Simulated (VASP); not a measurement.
Set up this calculation in VASP 6.6.1, as the native input.

* Task: single point
* Functional: PBE
* Dispersion: D3(BJ)
* Potentials or basis: VASP PAW PBE potentials, release 64 (B, As)
* Cutoff: 500 eV
* k mesh: 8 × 8 × 8
* Occupations: gaussian, width 0.05 eV
* Spin: no spin polarisation
* Dipole correction: no
* Further INCAR settings: ALGO = Normal; EDIFF = 1e-06; NBANDS = 11

The structure of BAs lies in POSCAR:

```
BAs
1.0
    0.0000000000      2.3826167059      2.3826167059
    2.3826167059      0.0000000000      2.3826167059
    2.3826167059      2.3826167059      0.0000000000
B As
1 1
Direct
    0.0000000000      0.0000000000      0.0000000000
    0.7500000000      0.7500000000      0.7500000000
```

One way to write it, as run:

INCAR

```
SYSTEM = BAs
PREC = Accurate
ENCUT = 500
EDIFF = 1E-6
ISMEAR = 0
SIGMA = 0.05
LREAL = .False.
LASPH = .True.
NELM = 120
ALGO = Normal
ISIF = 2
LWAVE = .False.
LCHARG = .True.
GGA = PE
IVDW = 12
LELF = .True.
LVHAR = .True.
NBANDS = 11
GGA_COMPAT = .False.
```

KPOINTS

```
Automatic mesh
0
Gamma
  8 8 8
  0 0 0
```

Potentials or basis: VASP PAW PBE potentials, release 64 (B, As).

Command:

```console
$ cat potpaw_PBE.64/B/POTCAR potpaw_PBE.64/As/POTCAR > POTCAR
$ mpirun -np 1 vasp_std > vasp.out
```

Results of the run:

```yaml
Pressure: 0.6 GPa
Band_gap_on_the_k_mesh: 1.18 eV, indirect (least direct gap 3.29 eV)
Dispersion_energy_per_atom: -0.332 eV
```

Wall time 20 s on 1 thread of Intel Xeon 8259CL (shared host), peak memory 0.17 GiB.
